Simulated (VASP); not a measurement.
# Hg (Fm-3m) in VASP: a series of runs

Runs on Hg. Level: PBE. Tasks: single point.

All numbers are computed with VASP 6.6.1; they aren't measurements. Logs are shortened: lines on timing, memory, paths and dates and some standing lists are left out, and cuts for length are marked.

## (1) The cell of the first run

The structure is cubic, space group Fm-3m (No. 225). The conventional cell has a = 4.784 Å, b = 4.784 Å, c = 4.784 Å, α = 90.00°, β = 90.00°, γ = 90.00°. Within 4.4 Å of Hg (site symmetry m-3m) lie 12 Hg at 3.38 Å.

## (2) Single point, PBE

File INCAR:

```
SYSTEM = Hg
PREC = Accurate ; ENCUT = 520
EDIFF = 1E-7 ; ISMEAR = 0
SIGMA = 0.1 ; LREAL = .FALSE.
LASPH = .TRUE. ; NELM = 80
ALGO = Normal ; ISIF = 2
LWAVE = .FALSE. ; LCHARG = .TRUE.
GGA = PE ; LELF = .TRUE.
LVHAR = .TRUE. ; NBANDS = 12
```

File KPOINTS:

```
regular mesh
0
G
  8 8 8
  0 0 0
```

File POSCAR:

```
Hg
1.0
    0.0000000000      2.3919113801      2.3919113801
    2.3919113801      0.0000000000      2.3919113801
    2.3919113801      2.3919113801      0.0000000000
Hg
1
Direct
    0.0000000000      0.0000000000      0.0000000000
```

Potentials or basis: VASP PAW PBE potentials, release 64 (Hg).

Started as:

```
$ cat potpaw_PBE.64/Hg/POTCAR > POTCAR
$ mpirun -np 1 vasp_std > vasp.out
```

OUTCAR:

```text
SYSTEM = Hg
   PREC = Accurate
   ENCUT = 520
   EDIFF = 1E-7
   ISMEAR = 0
   LREAL = .FALSE.
   LASPH = .TRUE.
   NELM = 80
   ISIF = 2
   GGA = PE

 ion  position               nearest neighbor table
   1  0.000  0.000  0.000-

  LATTYP: Found a face centered cubic cell.
 ALAT       =     4.7838227602

  Lattice vectors:

 A1 = (   0.0000000000,   2.3919113801,   2.3919113801)
 A2 = (   2.3919113801,   0.0000000000,   2.3919113801)
 A3 = (   2.3919113801,   2.3919113801,   0.0000000000)

Analysis of symmetry for initial positions (statically):
=====================================================================
 Subroutine PRICEL returns:
 Original cell was already a primitive cell.

 Routine SETGRP: Setting up the symmetry group for a
 face centered cubic supercell.

 Subroutine GETGRP returns: Found 48 space group operations
 (whereof 48 operations were pure point group operations)
 out of a pool of 48 trial point group operations.

The static configuration has the point symmetry O_h .

Analysis of symmetry for dynamics (positions and initial velocities):
=====================================================================
 Subroutine PRICEL returns:
 Original cell was already a primitive cell.

 Routine SETGRP: Setting up the symmetry group for a
 face centered cubic supercell.

 Subroutine GETGRP returns: Found 48 space group operations
 (whereof 48 operations were pure point group operations)
 out of a pool of 48 trial point group operations.

The dynamic configuration has the point symmetry O_h .

 Subroutine INISYM returns: Found 48 space group operations
 (whereof 48 operations are pure point group operations),
 and found     1 'primitive' translations

----------------------------------------------------------------------------------------

                                     Primitive cell

  volume of cell :      27.3694

  direct lattice vectors                    reciprocal lattice vectors
     0.000000000  2.391911380  2.391911380    -0.209037845  0.209037845  0.209037845
     2.391911380  0.000000000  2.391911380     0.209037845 -0.209037845  0.209037845
     2.391911380  2.391911380  0.000000000     0.209037845  0.209037845 -0.209037845

  length of vectors
     3.382673514  3.382673514  3.382673514     0.362064168  0.362064168  0.362064168

  position of ions in fractional coordinates (direct lattice)
     0.000000000  0.000000000  0.000000000

  ion indices of the primitive-cell ions
   primitive index   ion index
                 1           1

----------------------------------------------------------------------------------------

 KPOINTS: regular mesh

Automatic generation of k-mesh.
 Grid dimensions read from file:
 generate k-points for:    8    8    8

 Generating k-lattice:

  Cartesian coordinates                     Fractional coordinates (reciprocal lattice)
    -0.026129731  0.026129731  0.026129731     0.125000000  0.000000000  0.000000000
     0.026129731 -0.026129731  0.026129731     0.000000000  0.125000000  0.000000000
     0.026129731  0.026129731 -0.026129731     0.000000000  0.000000000  0.125000000

  Length of vectors
     0.045258021  0.045258021  0.045258021

  Shift w.r.t. Gamma in fractional coordinates (k-lattice)
     0.000000000  0.000000000  0.000000000

 Subroutine IBZKPT returns following result:
 ===========================================

 Found     29 irreducible k-points:

 Following reciprocal coordinates:
            Coordinates               Weight
  0.000000  0.000000  0.000000      1.000000
  0.125000  0.000000  0.000000      8.000000
  0.250000  0.000000  0.000000      8.000000
  0.375000  0.000000  0.000000      8.000000
  0.500000  0.000000  0.000000      4.000000
  0.125000  0.125000  0.000000      6.000000
[... 16 lines left out ...]
  0.500000  0.250000  0.125000     48.000000
 -0.375000  0.250000  0.125000     24.000000
 [... further k-points ...]
   k-points           NKPTS =     29   k-points in BZ     NKDIM =     29   number of bands    NBANDS=     12
   number of dos      NEDOS =    301   number of ions     NIONS =      1
   total plane-waves  NPLWV =  21952
   dimension x,y,z NGX =    28 NGY =   28 NGZ =   28
   dimension x,y,z NGXF=    56 NGYF=   56 NGZF=   56
   ions per type =               1
   NGX,Y,Z   is equivalent  to a cutoff of  13.76, 13.76, 13.76 a.u.
   NGXF,Y,Z  is equivalent  to a cutoff of  27.52, 27.52, 27.52 a.u.
 SYSTEM =  Hg
   PREC   = accura    normal or accurate (medium, high low for compatibility)
   ISTART =      0    job   : 0-new  1-cont  2-samecut
   ICHARG =      2    charge: 1-file 2-atom 10-const
   ISPIN  =      1    spin polarized calculation?
   LNONCOLLINEAR =      F non collinear calculations
   LSORBIT =      F    spin-orbit coupling
   LASPH  =      T    aspherical Exc in radial PAW
   ENCUT  =  520.0 eV  38.22 Ry    6.18 a.u.   6.29  6.29  6.29*2*pi/ulx,y,z
   NELM   =     80;   NELMIN=  2; NELMDL= -5     # of ELM steps
   EDIFF  = 0.1E-06   stopping-criterion for ELM
   LREAL  =      F    real-space projection
   EDIFFG = 0.1E-05   stopping-criterion for IOM
   NSW    =      0    number of steps for IOM
   IBRION =     -1    ionic relax: 0-MD 1-quasi-New 2-CG
   NFREE  =      0    steps in history (QN), initial steepest desc. (CG)
   ISIF   =      2    stress and relaxation
   ISYM   =      2    0-nonsym 1-usesym 2-fastsym
   POTIM  = 0.5000    time-step for ionic-motion
   TEBEG  =    0.0;   TEEND  =   0.0 temperature during run
   PSTRESS=    0.0 pullay stress
   NELECT =      12.0000    total number of electrons
   NUPDOWN=      -1.0000    fix difference up-down
   EMIN   =  10.00;   EMAX   =-10.00  energy-range for DOS
   EFERMI =   0.00;   METHOD = LEGACY
   ISMEAR =     0;   SIGMA  =   0.10  broadening in eV -4-tet -1-fermi 0-gaus
   EFERMI_NEDOS =   21; number of points for ismear=-14 and -15
   IALGO  =     38    algorithm
   IMIX   =      4    mixing-type and parameters
     AMIX     =   0.40;   BMIX     =  1.00
     AMIX_MAG =   1.60;   BMIX_MAG =  1.00
  volume/ion in A,a.u.               =      27.37       184.70
  Fermi-wavevector in a.u.,A,eV,Ry     =   1.243694  2.350241 21.045144  1.546774
  Thomas-Fermi vector in A             =   2.377993
   LORBIT       =      0    0 simple, 1 ext, 2 COOP (PROOUT), +10 PAW based schemes
   GGA     = PE    functional components
   LHFCALC =     F    Hartree Fock is set to
   AEXX    =    0.0000 exact exchange contribution
   IVDW    =     0    specifies the selected vdW correction
   LEPSILON=     F    determine dielectric tensor
   LRPA    =     F    only Hartree local field effects (RPA)
 non-spin polarized calculation
 Gauss-broadening in eV      SIGMA  =   0.10
  energy-cutoff  :      520.00
  volume of cell :       27.37
 maximum number of plane-waves:       754
 NGX is ok and might be reduce to    28
   NGX = 13   NGY = 13   NGZ = 13

 number of electron      11.9999999 magnetization

 Free energy of the ion-electron system (eV)
  ---------------------------------------------------
  ext. energy  EPLUGINS =         0.00000000
  ---------------------------------------------------
  free energy    TOTEN  =        -0.15333613 eV

  energy without entropy =       -0.15162496  energy(sigma->0) =       -0.15248054

 E-fermi :   1.5975     XC(G=0): -10.0414

 val. band max:        1.5730170312   @ k =   0.5000   0.5000   0.0000
 cond. band min:       1.7656606446   @ k =   0.5000   0.1250   0.0000
 fundamental gap:      0.1926436134
 Fermi energy:         1.5975058556

 k-point     1 :       0.0000    0.0000    0.0000
  band No.  band energies     occupation
      1      -6.2403      2.00000
      2      -4.8968      2.00000
      3      -4.8968      2.00000
      4      -4.8968      2.00000
      5      -4.4300      2.00000
      6      -4.4300      2.00000
      7      14.9233      0.00000
      8      15.0951      0.00000
      9      15.0951      0.00000
     10      15.0951      0.00000
     11      19.0178      0.00000
     12      19.9349      0.00000

 k-point     2 :       0.1250    0.0000    0.0000
  band No.  band energies     occupation
      1      -5.9058      2.00000
      2      -4.9064      2.00000
      3      -4.8378      2.00000
      4      -4.8378      2.00000
      5      -4.4388      2.00000
      6      -4.4388      2.00000
      7      11.9226      0.00000
      8      14.7979      0.00000
      9      14.7979      0.00000
     10      15.0245      0.00000
     11      18.9129      0.00000
     12      20.1526      0.00000

 k-point     3 :       0.2500    0.0000    0.0000
  band No.  band energies     occupation
      1      -5.4602      2.00000
      2      -4.7961      2.00000
      3      -4.7961      2.00000
      4      -4.3478      2.00000
      5      -4.3478      2.00000
      6      -4.3355      2.00000
      7       7.5982      0.00000
      8      14.0597      0.00000
      9      14.0597      0.00000
     10      14.9208      0.00000
     11      18.0486      0.00000
     12      19.1193      0.00000
[... 286 lines left out ...]
 k-point    23 :       0.5000    0.2500    0.1250
  band No.  band energies     occupation
      1      -5.1919      2.00000
      2      -4.9589      2.00000
      3      -4.7261      2.00000
      4      -4.4646      2.00000
      5      -4.1421      2.00000
      6      -1.5252      2.00000
      7       4.4764      0.00000
      8       8.2716      0.00000
      9      10.6535      0.00000
     10      15.2342      0.00000
     11      18.1541      0.00000
     12      19.6439      0.00000

 k-point    24 :      -0.3750    0.2500    0.1250
  band No.  band energies     occupation
      1      -5.2204      2.00000
      2      -5.0248      2.00000
      3      -4.5805      2.00000
      4      -4.5068      2.00000
      5      -4.0612      2.00000
      6       0.2305      2.00000
      7       2.0934      0.00000
      8       8.2782      0.00000
      9       9.8815      0.00000
     10      15.0385      0.00000
     11      18.2768      0.00000
     12      22.3303      0.00000

 [... further k-points ...]

------------------------ aborting loop because EDIFF is reached ----------------------------------------

  FORCE on cell =-STRESS in cart. coord.  units (eV):
  Direction    XX          YY          ZZ          XY          YZ          ZX
  --------------------------------------------------------------------------------------
  -------------------------------------------------------------------------------------
  Total        0.3266012      0.3266012      0.3266012      0.0000000      0.0000000      0.0000000
  in kB       19.1189073     19.1189073     19.1189073      0.0000000      0.0000000      0.0000000
  external PRESSURE =      19.1189073 kB  Pullay stress =       0.0000000 kB

 VOLUME and BASIS-vectors are now :
 -----------------------------------------------------------------------------
  energy-cutoff  :      520.00
  volume of cell :       27.37
      direct lattice vectors                 reciprocal lattice vectors
     0.000000000  2.391911380  2.391911380    -0.209037845  0.209037845  0.209037845
     2.391911380  0.000000000  2.391911380     0.209037845 -0.209037845  0.209037845
     2.391911380  2.391911380  0.000000000     0.209037845  0.209037845 -0.209037845

 POSITION                                       TOTAL-FORCE (eV/Angst)
 -----------------------------------------------------------------------------------
      0.00000      0.00000      0.00000         0.000000     -0.000000      0.000000
 -----------------------------------------------------------------------------------
    total drift:                               -0.000000     -0.000000     -0.000000

  FREE ENERGIE OF THE ION-ELECTRON SYSTEM (eV)
  ---------------------------------------------------
  free  energy   TOTEN  =        -0.1533361278 eV

  energy  without entropy=       -0.1516249584  energy(sigma->0) =       -0.15248054
```

Wall time 19 s (1 thread of Intel Xeon 8259CL, shared host); peak memory 0.16 GiB.

Results:

```yaml
Free_energy: -0.1533 eV
Pressure: 1.9 GPa
Band_gap_on_the_k_mesh: zero (band 6 reaches 1.57 eV, above the bottom of band 7 at 0.69 eV)
```

Levels at points of the mesh, in eV from the Fermi level:
```
           k point  band 3  band 4  band 5  band 6  band 7  band 8  band 9  band 10
(0.00, 0.00, 0.00)   -6.49   -6.49   -6.03   -6.03   13.33   13.50   13.50    13.50
(0.50, 0.00, 0.00)   -6.49   -5.63   -5.63   -1.81   -0.91   11.34   11.34    12.62
(0.50, 0.50, 0.00)   -5.66   -5.52   -5.52   -0.02    0.31    6.65    6.65    10.50
```

Caveat: spin-orbit coupling is left out, which moves the levels of the heavy elements.

## (3) Single point, PBE

File INCAR:

```
ALGO = Normal ; EDIFF = 1E-6
ENCUT = 520 ; GGA = PE
ISIF = 2 ; ISMEAR = 1
LASPH = T ; LCHARG = F
LREAL = F ; LWAVE = F
NBANDS = 12 ; NELM = 60
PREC = Accurate ; SIGMA = 0.1
```

File KPOINTS:

```
k-points
0
Gamma
  8 8 8
```

POSCAR is that of step 2.

Potentials or basis: VASP PAW PBE potentials, release 64 (Hg).

Started as:

```
$ cat potpaw_PBE.64/Hg/POTCAR > POTCAR
$ mpirun -np 1 vasp_std > vasp.out
```

OUTCAR:

```text
EDIFF = 1E-6
   ENCUT = 520
   GGA = PE
   ISIF = 2
   ISMEAR = 1
   LASPH = T
   LREAL = F
   NELM = 60
   PREC = Accurate

 ion  position               nearest neighbor table
   1  0.000  0.000  0.000-

  LATTYP: Found a face centered cubic cell.
 ALAT       =     4.7838227602

  Lattice vectors:

 A1 = (   0.0000000000,   2.3919113801,   2.3919113801)
 A2 = (   2.3919113801,   0.0000000000,   2.3919113801)
 A3 = (   2.3919113801,   2.3919113801,   0.0000000000)

Analysis of symmetry for initial positions (statically):
=====================================================================
 Subroutine PRICEL returns:
 Original cell was already a primitive cell.

 Routine SETGRP: Setting up the symmetry group for a
 face centered cubic supercell.

 Subroutine GETGRP returns: Found 48 space group operations
 (whereof 48 operations were pure point group operations)
 out of a pool of 48 trial point group operations.

The static configuration has the point symmetry O_h .

Analysis of symmetry for dynamics (positions and initial velocities):
=====================================================================
 Subroutine PRICEL returns:
 Original cell was already a primitive cell.

[... 168 lines left out ...]
      6      -4.4288      2.00000
      7      14.9241      0.00000
      8      15.0955      0.00000
      9      15.0955      0.00000
     10      15.0955      0.00000
     11      19.0194      0.00000
     12      19.9357      0.00000
[... 331 lines left out ...]
 k-point    24 :      -0.3750    0.2500    0.1250
  band No.  band energies     occupation
      1      -5.2193      2.00000
      2      -5.0236      2.00000
      3      -4.5792      2.00000
      4      -4.5056      2.00000
      5      -4.0599      2.00000
      6       0.2312      2.00000
      7       2.0942     -0.00000
      8       8.2788      0.00000
      9       9.8822      0.00000
     10      15.0394      0.00000
     11      18.2776      0.00000
     12      22.3310      0.00000

 [... further k-points ...]

------------------------ aborting loop because EDIFF is reached ----------------------------------------

  FORCE on cell =-STRESS in cart. coord.  units (eV):
  Direction    XX          YY          ZZ          XY          YZ          ZX
  --------------------------------------------------------------------------------------
  -------------------------------------------------------------------------------------
  Total        0.3352118      0.3352118      0.3352118      0.0000000     -0.0000000      0.0000000
  in kB       19.6229674     19.6229674     19.6229674      0.0000000     -0.0000000      0.0000000
  external PRESSURE =      19.6229674 kB  Pullay stress =       0.0000000 kB

 VOLUME and BASIS-vectors are now :
 -----------------------------------------------------------------------------
  energy-cutoff  :      520.00
  volume of cell :       27.37
      direct lattice vectors                 reciprocal lattice vectors
     0.000000000  2.391911380  2.391911380    -0.209037845  0.209037845  0.209037845
     2.391911380  0.000000000  2.391911380     0.209037845 -0.209037845  0.209037845
     2.391911380  2.391911380  0.000000000     0.209037845  0.209037845 -0.209037845

 POSITION                                       TOTAL-FORCE (eV/Angst)
 -----------------------------------------------------------------------------------
      0.00000      0.00000      0.00000         0.000000     -0.000000      0.000000
 -----------------------------------------------------------------------------------
    total drift:                               -0.000000     -0.000000     -0.000000

  FREE ENERGIE OF THE ION-ELECTRON SYSTEM (eV)
  ---------------------------------------------------
  free  energy   TOTEN  =        -0.1524261913 eV

  energy  without entropy=       -0.1521617985  energy(sigma->0) =       -0.15233806
```

stdout:

```text
POSCAR found type information on POSCAR Hg
 POSCAR found :  1 types and       1 ions
 scaLAPACK will be used
 LDA part: xc-table for (Slater+PW92), standard interpolation
 POSCAR, INCAR and KPOINTS ok, starting setup
 FFT: planning ... GRIDC
 FFT: planning ... GRID_SOFT
 FFT: planning ... GRID
 WAVECAR not read
 entering main loop
```

Wall time 18 s (1 thread of Intel Xeon 8259CL, shared host); peak memory 0.16 GiB.

What came out:

| Quantity | Value |
| --- | --- |
| Free energy | -0.1524 eV |
| Pressure | 2.0 GPa |
| Band gap on the k mesh | zero (band 6 reaches 1.57 eV, above the bottom of band 7 at 0.69 eV) |

Levels at points of the mesh, in eV from the Fermi level:
```
           k point  band 2  band 3  band 4  band 5  band 6  band 7  band 8  band 9  band 10  band 11
(0.00, 0.00, 0.00)   -6.48   -6.48   -6.48   -6.01   -6.01   13.34   13.51   13.51    13.51    17.44
(0.50, 0.00, 0.00)   -6.47   -6.47   -5.61   -5.61   -1.79   -0.90   11.35   11.35    12.63    16.20
(0.50, 0.50, 0.00)   -7.10   -5.64   -5.51   -5.51   -0.01    0.32    6.66    6.66    10.51    12.09
```

Caveat: spin-orbit coupling is left out, which moves the levels of the heavy elements.

(Part 1 of 2 ends here.)
